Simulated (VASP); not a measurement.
Set up this calculation in VASP 6.6.1, as the native input.

```
Task                   : single point
Functional             : PBE
Potentials or basis    : VASP PAW PBE potentials, release 64 (Ti_sv, O)
Cutoff                 : 520 eV
k mesh                 : 11 × 11 × 11
Occupations            : fermi-dirac, width 0.02 eV
Spin                   : no spin polarisation
Dipole correction      : no
Further INCAR settings : ALGO = Normal; EDIFF = 1e-06; NBANDS = 33
```

The structure of TiO2 lies in POSCAR:

```
TiO2
1.0
   -1.8794009596      1.8794009596      4.7253708500
    1.8794009596     -1.8794009596      4.7253708500
    1.8794009596      1.8794009596     -4.7253708500
Ti O
2 4
Direct
    0.0000000000      0.0000000000      0.0000000000
    0.7500000000      0.2500000000      0.5000000000
    0.2095703877      0.2095703877      0.0000000000
    0.9595703877      0.4595703877      0.5000000000
    0.5404296123      0.0404296123      0.5000000000
    0.7904296123      0.7904296123      0.0000000000
```

The input as run:

INCAR

```
  PREC = Accurate
  ENCUT = 520
  EDIFF = 1E-6
  ISMEAR = -1
  SIGMA = 0.02
  LREAL = False
  LASPH = True
  NELM = 60
  ALGO = Normal
  ISIF = 2
  LWAVE = False
  LCHARG = True
  GGA = PE
  LELF = True
  LVHAR = True
  NBANDS = 33
```

KPOINTS

```
Automatic mesh
0
Gamma
  11 11 11
```

Potentials or basis: VASP PAW PBE potentials, release 64 (Ti_sv, O).

Launch:

```sh
$ cat potpaw_PBE.64/Ti_sv/POTCAR potpaw_PBE.64/O/POTCAR > POTCAR
$ mpirun -np 1 vasp_std > vasp.out
```

Results of the run:

```yaml
Pressure: 10.0 GPa
Largest_force: 0.023 eV/Å
Band_gap_on_the_k_mesh: 2.09 eV (least direct gap 2.48 eV)
```

Caveat: the cell stands under pressure; an odd mesh through Γ misses points on the zone boundary, where band edges can lie.

It took 2.7 min on 1 thread of Intel(R) Xeon(R) 6975P-C (Granite Rapids), with other jobs on the host, peak memory 0.38 GiB.
